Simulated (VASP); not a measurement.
Set up this calculation in VASP 6.6.1, as the native input.

- Task: single point
- Functional: PBEsol
- Potentials or basis: VASP PAW PBE potentials, release 64 (Os)
- Cutoff: 520 eV
- k mesh: 19 × 19 × 19
- Occupations: fermi-dirac, width 0.05 eV
- Spin: no spin polarisation
- Dipole correction: no
- Further INCAR settings: ALGO = Normal; EDIFF = 1e-06; NBANDS = 10

The structure of Os lies in POSCAR:

```
Os
1.0
    0.0000000000      1.9101093846      1.9101093846
    1.9101093846      0.0000000000      1.9101093846
    1.9101093846      1.9101093846      0.0000000000
Os
1
Direct
    0.0000000000      0.0000000000      0.0000000000
```

The input as run:

INCAR

```
SYSTEM = Os
ALGO = Normal
EDIFF = 1E-6
ENCUT = 520
GGA = PS
ISIF = 2
ISMEAR = -1
LASPH = .True.
LCHARG = .True.
LELF = .True.
LREAL = .False.
LVHAR = .True.
LWAVE = .False.
NBANDS = 10
NELM = 100
PREC = Accurate
SIGMA = 0.05
```

KPOINTS

```
k-points
0
Gamma
  19 19 19
  0 0 0
```

Potentials or basis: VASP PAW PBE potentials, release 64 (Os).

Launch:

```bash
$ cat potpaw_PBE.64/Os/POTCAR > POTCAR
$ mpirun -np 1 vasp_std > vasp.out
```

Results of the run:

- Pressure: 0.5 GPa
- Band gap on the k mesh: zero (band 4 reaches 11.68 eV, above the bottom of band 5 at 7.83 eV)

Caveat: the PAW data sets were made with another functional, which shifts forces and pressure a little; spin-orbit coupling is left out, which moves the levels of the heavy elements.

Run time: 30 s on 1 thread of Intel(R) Xeon(R) Platinum 8375C CPU @ 2.90GHz (Ice Lake) (shared host), peak memory 0.15 GiB.
